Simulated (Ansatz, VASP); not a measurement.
## Cr in VASP and in Ansatz

File INCAR:

```
PREC = Accurate
ENCUT = 520
EDIFF = 1E-6
ISMEAR = 0
SIGMA = 0.15
LREAL = False
LASPH = True
NELM = 80
ALGO = Fast
ISIF = 2
LWAVE = False
LCHARG = False
GGA = PS
NBANDS = 12
```

Contents of KPOINTS:

```
Automatic mesh
0
Gamma
  24 24 24
```

File POSCAR:

```
Cr
1.0
   -1.5500962500      1.4419500000      1.4419500000
    1.5500962500     -1.4419500000      1.4419500000
    1.5500962500      1.4419500000     -1.4419500000
Cr
1
Direct
    0.0000000000      0.0000000000      0.0000000000
```

Input for Ansatz:

```yaml
crystal:
  lattice:
    - [-1.55009625, 1.44195, 1.44195]
    - [1.55009625, -1.44195, 1.44195]
    - [1.55009625, 1.44195, -1.44195]
  atoms:
    - { symbol: Cr, position: [0.0, 0.0, 0.0] }
basis:
  ecutwfc: 420
kpoints:
  mp_grid: { grid: [24, 24, 24] }
hamiltonian:
  xc: pbesol
scf:
  occupations: { method: gaussian, width: 0.15 }
output:
  forces: true
  stress: true
  eigenvalues: true
```

Change from the starting cell: strain +0.0750 x Voigt [1, 0, 0, 0, 0, 0], atoms carried along.

Alike in both runs: task single point; functional PBEsol; k mesh 24 × 24 × 24; occupations gaussian, width 0.15 eV; no spin polarisation.

|  | VASP | Ansatz |
| --- | --- | --- |
| version | VASP 6.6.1 | Ansatz 0.2.0 |
| potentials or method | VASP PAW PBE potentials, release 64 (Cr_pv), cutoff 520 eV | scalar-relativistic, plane waves, PAW |
| valence electrons in the cell | 12 | 14 |

```csv
,VASP,Ansatz,Ansatz less VASP
gap on the k mesh at the Fermi level (eV),none,none,-
pressure (GPa),-29.7,-29.4,+0.32
"traceless stress, the component that is largest in VASP (GPa)",-11.75,-11.85,-0.101
```

VASP's potentials were made for PBE, not for PBEsol. A gap of «none» marks a metal or a gap that the smearing closes. Both programs put the cell under strong tension, so it lies far from rest at this level. VASP's potentials hold 12 valence electrons a cell and Ansatz's 14, so a difference there can come from the potentials and not from the codes.
